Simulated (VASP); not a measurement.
Runs of VASP 6.6.1 on BeS. The structure is that of space group F-43m (No. 216), or close to it. The cells are those of the table. 

```csv
level,cell,k mesh,smearing,gap on the mesh (eV),pressure (GPa)
PBE,"a = 3.511 Å, angles 60.0°, 2 atoms",10 × 10 × 10,fermi-dirac 0.02 eV,(b),-4.6
PBE,"a = 3.374 Å, angles 60.0°, 2 atoms",10 × 10 × 10,fermi-dirac 0.02 eV,2.99,6.9
PBE,"a = 3.408 Å, angles 60.0°, 2 atoms",10 × 10 × 10,fermi-dirac 0.02 eV,3.07,3.5
r2SCAN,"a = 3.511 Å, angles 60.0°, 2 atoms",10 × 10 × 10,gaussian 0.01 eV,3.72,-5.0
PBE,"a = 3.339 Å, angles 60.0°, 2 atoms",6 × 6 × 6,gaussian 0.01 eV,2.91,10.7
PBE,"a = 3.374 Å, angles 60.0°, 2 atoms",6 × 6 × 6,gaussian 0.01 eV,2.99,6.9
PBE,"a = 3.546 Å, angles 60.0°, 2 atoms",10 × 10 × 10,fermi-dirac 0.02 eV,3.31,-6.7
PBE,"a = 3.580 Å, angles 60.0°, 2 atoms",10 × 10 × 10,fermi-dirac 0.02 eV,3.36,-8.5
PBE,"a = 3.580 Å, angles 60.0°, 2 atoms",6 × 6 × 6,gaussian 0.01 eV,3.36,-8.4
r2SCAN,"a = 3.339 Å, angles 60.0°, 2 atoms",10 × 10 × 10,gaussian 0.01 eV,3.38,10.9
r2SCAN,"a = 3.305 Å, angles 60.0°, 2 atoms",10 × 10 × 10,gaussian 0.01 eV,3.29,15.3
PBE,"a = 3.305 Å, angles 60.0°, 2 atoms",6 × 6 × 6,gaussian 0.01 eV,2.83,(a)
```

Alike in all rows: task single point; potentials or basis VASP PAW PBE potentials, release 64 (Be, S); no spin polarisation; cutoff (eV) 520.

Question: Fill in the values left out.

Answer: (a) 15.1; (b) 3.26.

Caveats: the PAW data sets were made with another functional, which shifts forces and pressure a little (some runs).

A k mesh can miss the band edges.
